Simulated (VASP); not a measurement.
# Zn6O (P-3m1) in VASP: single point with PBE

Aim: the single point of Zn6O with PBE.

Everything below comes from runs of VASP 6.6.1. Logs are shortened: lines on timing, memory, paths and dates and some standing lists are left out, and cuts for length are marked.

### 1 The cell of the first run

Symmetry: P-3m1, No. 164, trigonal system. The conventional cell has a = 2.919 Å, b = 2.919 Å, c = 13.286 Å, α = 90.00°, β = 90.00°, γ = 120.00°. Zn (site symmetry 3m) has 12 Zn at 2.71 to 2.92 Å within 3.6 Å. Within 2.9 Å of Zn (site symmetry 3m) lie 3 O at 2.16 Å and 3 Zn at 2.69 Å. Within 3.5 Å of Zn (site symmetry 3m) lie 12 Zn at 2.69 to 2.92 Å. O (site symmetry -3m) has 6 Zn at 2.16 Å within 2.9 Å.

### 2 Single point, PBE

INCAR

```
SYSTEM = Zn6O
ALGO = Normal
EDIFF = 1E-6
ENCUT = 520
GGA = PE
ISIF = 2
ISMEAR = 0
LASPH = .True.
LCHARG = .True.
LELF = .True.
LREAL = .False.
LVHAR = .True.
LWAVE = .False.
NBANDS = 48
NELM = 80
PREC = Accurate
SIGMA = 0.2
```

KPOINTS

```
k-points
0
Gamma
  7 7 2
  0 0 0
```

POSCAR

```
Zn6O
1.0
    2.9192092445      0.0000000000      0.0000000000
   -1.4596046222      2.5281093647      0.0000000000
    0.0000000000      0.0000000000     13.2855376284
Zn O
6 1
Direct
    0.3333333333      0.6666666667      0.4201740191
    0.6666666667      0.3333333333      0.5798259809
    0.6666666667      0.3333333333      0.8989079715
    0.3333333333      0.6666666667      0.1010920285
    0.6666666667      0.3333333333      0.2587492354
    0.3333333333      0.6666666667      0.7412507646
    0.0000000000      0.0000000000      0.0000000000
```

Potentials or basis: VASP PAW PBE potentials, release 64 (Zn, O).

Launch:

```
$ cat potpaw_PBE.64/Zn/POTCAR potpaw_PBE.64/O/POTCAR > POTCAR
$ mpirun -np 1 vasp_std > vasp.out
```

OUTCAR:

```text
SYSTEM = Zn6O
   EDIFF = 1E-6
   ENCUT = 520
   GGA = PE
   ISIF = 2
   ISMEAR = 0
   LASPH = .True.
   LREAL = .False.
   NELM = 80
   PREC = Accurate

 ion  position               nearest neighbor table
   1  0.333  0.667  0.420-   2 2.71   2 2.71   2 2.71   5 2.73   5 2.73   5 2.73
   2  0.667  0.333  0.580-   1 2.71   1 2.71   1 2.71   6 2.73   6 2.73   6 2.73
   3  0.667  0.333  0.899-   7 2.16   7 2.16   7 2.16   6 2.69   6 2.69   6 2.69
   4  0.333  0.667  0.101-   7 2.16   7 2.16   7 2.16   5 2.69   5 2.69   5 2.69
   5  0.667  0.333  0.259-   4 2.69   4 2.69   4 2.69   1 2.73   1 2.73   1 2.73
   6  0.333  0.667  0.741-   3 2.69   3 2.69   3 2.69   2 2.73   2 2.73   2 2.73
   7  0.000  0.000  0.000-   3 2.16   4 2.16   4 2.16   3 2.16   3 2.16   4 2.16

  LATTYP: Found a hexagonal cell.
 ALAT       =     2.9192092445
 C/A-ratio  =     4.5510741148

  Lattice vectors:

 A1 = (   2.9192092445,   0.0000000000,   0.0000000000)
 A2 = (  -1.4596046222,   2.5281093647,   0.0000000000)
 A3 = (   0.0000000000,   0.0000000000,  13.2855376284)

Analysis of symmetry for initial positions (statically):
=====================================================================
 Subroutine PRICEL returns:
 Original cell was already a primitive cell.

 Routine SETGRP: Setting up the symmetry group for a
 hexagonal supercell.

 Subroutine GETGRP returns: Found 12 space group operations
 (whereof 12 operations were pure point group operations)
 out of a pool of 24 trial point group operations.

The static configuration has the point symmetry D_3d.

Analysis of symmetry for dynamics (positions and initial velocities):
=====================================================================
 Subroutine PRICEL returns:
 Original cell was already a primitive cell.

 Routine SETGRP: Setting up the symmetry group for a
 hexagonal supercell.

 Subroutine GETGRP returns: Found 12 space group operations
 (whereof 12 operations were pure point group operations)
 out of a pool of 24 trial point group operations.

The dynamic configuration has the point symmetry D_3d.

 Subroutine INISYM returns: Found 12 space group operations
 (whereof 12 operations are pure point group operations),
 and found     1 'primitive' translations

----------------------------------------------------------------------------------------

                                     Primitive cell

  volume of cell :      98.0483

  direct lattice vectors                    reciprocal lattice vectors
     2.919209245  0.000000000  0.000000000     0.342558521  0.197776254  0.000000000
    -1.459604622  2.528109365  0.000000000     0.000000000  0.395552508  0.000000000
     0.000000000  0.000000000 13.285537628     0.000000000  0.000000000  0.075269818

  length of vectors
     2.919209245  2.919209244 13.285537628     0.395552508  0.395552508  0.075269818

  position of ions in fractional coordinates (direct lattice)
     0.333333333  0.666666667  0.420174019
     0.666666667  0.333333333  0.579825981
     0.666666667  0.333333333  0.898907972
     0.333333333  0.666666667  0.101092028
     0.666666667  0.333333333  0.258749235
     0.333333333  0.666666667  0.741250765
     0.000000000  0.000000000  0.000000000

  ion indices of the primitive-cell ions
   primitive index   ion index
                 1           1
                 2           2
                 3           3
                 4           4
                 5           5
                 6           6
                 7           7

----------------------------------------------------------------------------------------

 KPOINTS: k-points

Automatic generation of k-mesh.
 Grid dimensions read from file:
 generate k-points for:    7    7    2

 Generating k-lattice:

  Cartesian coordinates                     Fractional coordinates (reciprocal lattice)
     0.048936932  0.028253751  0.000000000     0.142857143  0.000000000  0.000000000
     0.000000000  0.056507501  0.000000000     0.000000000  0.142857143  0.000000000
     0.000000000  0.000000000  0.037634909     0.000000000  0.000000000  0.500000000

  Length of vectors
     0.056507501  0.056507501  0.037634909

  Shift w.r.t. Gamma in fractional coordinates (k-lattice)
     0.000000000  0.000000000  0.000000000

 Subroutine IBZKPT returns following result:
 ===========================================

 Found     16 irreducible k-points:

 Following reciprocal coordinates:
            Coordinates               Weight
  0.000000  0.000000  0.000000      1.000000
  0.142857  0.000000  0.000000      6.000000
  0.285714  0.000000  0.000000      6.000000
  0.428571  0.000000  0.000000      6.000000
  0.142857  0.142857  0.000000      6.000000
  0.285714  0.142857  0.000000     12.000000
[... 8 lines left out ...]
  0.428571  0.142857  0.500000      6.000000
  0.285714  0.285714  0.500000      6.000000
   k-points           NKPTS =     16   k-points in BZ     NKDIM =     16   number of bands    NBANDS=     48
   number of dos      NEDOS =    301   number of ions     NIONS =      7
   total plane-waves  NPLWV =  57600
   dimension x,y,z NGX =    24 NGY =   24 NGZ =  100
   dimension x,y,z NGXF=    48 NGYF=   48 NGZF=  200
   ions per type =               6   1
   NGX,Y,Z   is equivalent  to a cutoff of  13.67, 13.67, 12.51 a.u.
   NGXF,Y,Z  is equivalent  to a cutoff of  27.34, 27.34, 25.03 a.u.
 SYSTEM =  Zn6O
   PREC   = accura    normal or accurate (medium, high low for compatibility)
   ISTART =      0    job   : 0-new  1-cont  2-samecut
   ICHARG =      2    charge: 1-file 2-atom 10-const
   ISPIN  =      1    spin polarized calculation?
   LNONCOLLINEAR =      F non collinear calculations
   LSORBIT =      F    spin-orbit coupling
   LASPH  =      T    aspherical Exc in radial PAW
   ENCUT  =  520.0 eV  38.22 Ry    6.18 a.u.   5.43  5.43 24.70*2*pi/ulx,y,z
   NELM   =     80;   NELMIN=  2; NELMDL= -5     # of ELM steps
   EDIFF  = 0.1E-05   stopping-criterion for ELM
   LREAL  =      F    real-space projection
   EDIFFG = 0.1E-04   stopping-criterion for IOM
   NSW    =      0    number of steps for IOM
   IBRION =     -1    ionic relax: 0-MD 1-quasi-New 2-CG
   NFREE  =      0    steps in history (QN), initial steepest desc. (CG)
   ISIF   =      2    stress and relaxation
   ISYM   =      2    0-nonsym 1-usesym 2-fastsym
   POTIM  = 0.5000    time-step for ionic-motion
   TEBEG  =    0.0;   TEEND  =   0.0 temperature during run
   PSTRESS=    0.0 pullay stress
   NELECT =      78.0000    total number of electrons
   NUPDOWN=      -1.0000    fix difference up-down
   EMIN   =  10.00;   EMAX   =-10.00  energy-range for DOS
   EFERMI =   0.00;   METHOD = LEGACY
   ISMEAR =     0;   SIGMA  =   0.20  broadening in eV -4-tet -1-fermi 0-gaus
   EFERMI_NEDOS =   21; number of points for ismear=-14 and -15
   IALGO  =     38    algorithm
   IMIX   =      4    mixing-type and parameters
     AMIX     =   0.40;   BMIX     =  1.00
     AMIX_MAG =   1.60;   BMIX_MAG =  1.00
  volume/ion in A,a.u.               =      14.01        94.52
  Fermi-wavevector in a.u.,A,eV,Ry     =   1.516909  2.866543 31.307195  2.301014
  Thomas-Fermi vector in A             =   2.626236
   LORBIT       =      0    0 simple, 1 ext, 2 COOP (PROOUT), +10 PAW based schemes
   GGA     = PE    functional components
   LHFCALC =     F    Hartree Fock is set to
   AEXX    =    0.0000 exact exchange contribution
   IVDW    =     0    specifies the selected vdW correction
   LEPSILON=     F    determine dielectric tensor
   LRPA    =     F    only Hartree local field effects (RPA)
 non-spin polarized calculation
 Gauss-broadening in eV      SIGMA  =   0.20
  energy-cutoff  :      520.00
  volume of cell :       98.05
 maximum number of plane-waves:      2690
 NGX is ok and might be reduce to    24
   NGX = 11   NGY = 11   NGZ = 49

 number of electron      78.0000058 magnetization

 Free energy of the ion-electron system (eV)
  ---------------------------------------------------
  ext. energy  EPLUGINS =         0.00000000
  ---------------------------------------------------
  free energy    TOTEN  =       -13.51728155 eV

  energy without entropy =      -13.47522442  energy(sigma->0) =      -13.49625299

 E-fermi :   3.4760     XC(G=0): -11.5802

 val. band max:        3.4734975530   @ k =   0.2857   0.1429   0.0000
 cond. band min:       3.5485740398   @ k =   0.2857   0.2857   0.0000
 fundamental gap:      0.0750764868
 Fermi energy:         3.4759708686

 k-point     1 :       0.0000    0.0000    0.0000
  band No.  band energies     occupation
      1     -16.5287      2.00000
      2      -6.6658      2.00000
      3      -6.4366      2.00000
      4      -5.2393      2.00000
      5      -5.0621      2.00000
      6      -4.9903      2.00000
[... 40 lines left out ...]
     47      16.5958      0.00000
     48      16.5992      0.00000

 k-point     2 :       0.1429    0.0000    0.0000
  band No.  band energies     occupation
      1     -16.3641      2.00000
      2      -6.2065      2.00000
      3      -6.0005      2.00000
      4      -4.9998      2.00000
      5      -4.8722      2.00000
      6      -4.8491      2.00000
[... 40 lines left out ...]
     47      13.7739      0.00000
     48      14.4625      0.00000

 k-point     3 :       0.2857    0.0000    0.0000
  band No.  band energies     occupation
      1     -15.9667      2.00000
      2      -5.2748      2.00000
      3      -5.1346      2.00000
      4      -4.8809      2.00000
      5      -4.8202      2.00000
      6      -4.8009      2.00000
[... 652 lines left out ...]
     47       8.1476      0.00000
     48       9.1707      0.00000

 k-point    16 :       0.2857    0.2857    0.5000
  band No.  band energies     occupation
      1     -15.4757      2.00000
      2      -4.9298      2.00000
      3      -4.8393      2.00000
      4      -4.7764      2.00000
      5      -4.7622      2.00000
      6      -4.7530      2.00000
[... 40 lines left out ...]
     47       7.5724      0.00000
     48       8.2304      0.00000

------------------------ aborting loop because EDIFF is reached ----------------------------------------

  FORCE on cell =-STRESS in cart. coord.  units (eV):
  Direction    XX          YY          ZZ          XY          YZ          ZX
  --------------------------------------------------------------------------------------
  -------------------------------------------------------------------------------------
  Total        0.6200852      0.6200852     -0.1201076      0.0000000     -0.0000000     -0.0000000
  in kB       10.1326192     10.1326192     -1.9626417      0.0000000     -0.0000000     -0.0000000
  external PRESSURE =       6.1008656 kB  Pullay stress =       0.0000000 kB

 VOLUME and BASIS-vectors are now :
 -----------------------------------------------------------------------------
  energy-cutoff  :      520.00
  volume of cell :       98.05
      direct lattice vectors                 reciprocal lattice vectors
     2.919209245  0.000000000  0.000000000     0.342558521  0.197776254  0.000000000
    -1.459604622  2.528109365  0.000000000     0.000000000  0.395552508  0.000000000
     0.000000000  0.000000000 13.285537628     0.000000000  0.000000000  0.075269818

 POSITION                                       TOTAL-FORCE (eV/Angst)
 -----------------------------------------------------------------------------------
     -0.00000      1.68541      5.58224         0.000000      0.000000     -0.004347
      1.45960      0.84270      7.70330        -0.000000      0.000000      0.004347
      1.45960      0.84270     11.94248        -0.000000      0.000000     -0.082174
     -0.00000      1.68541      1.34306         0.000000     -0.000000      0.082174
      1.45960      0.84270      3.43762        -0.000000      0.000000     -0.008595
     -0.00000      1.68541      9.84791         0.000000     -0.000000      0.008595
      0.00000      0.00000      0.00000         0.000000      0.000000      0.000000
 -----------------------------------------------------------------------------------
    total drift:                                0.000000     -0.000000      0.000000

  FREE ENERGIE OF THE ION-ELECTRON SYSTEM (eV)
  ---------------------------------------------------
  free  energy   TOTEN  =       -13.5172815547 eV

  energy  without entropy=      -13.4752244225  energy(sigma->0) =      -13.49625299
```

Wall time 1.9 min (1 thread of Intel Xeon Platinum 8488C (Sapphire Rapids), shared host); peak memory 0.24 GiB.

What came out:

| Property | Result |
| --- | --- |
| Free energy | -13.5173 eV |
| Pressure | 0.6 GPa |
| Largest force | 0.082 eV/Å |
| Band gap on the k mesh | zero (band 39 reaches 3.73 eV, above the bottom of band 40 at 2.68 eV) |

Forces in eV/Å, atoms in the order of the input:
```
Zn   0.000  0.000 -0.004
Zn   0.000  0.000  0.004
Zn   0.000  0.000 -0.082
Zn   0.000  0.000  0.082
Zn   0.000  0.000 -0.009
Zn   0.000  0.000  0.009
O    0.000  0.000  0.000
```

Stress tensor (GPa, compression positive):
```
 1.01  0.00  0.00
 0.00  1.01  0.00
 0.00  0.00 -0.20
```
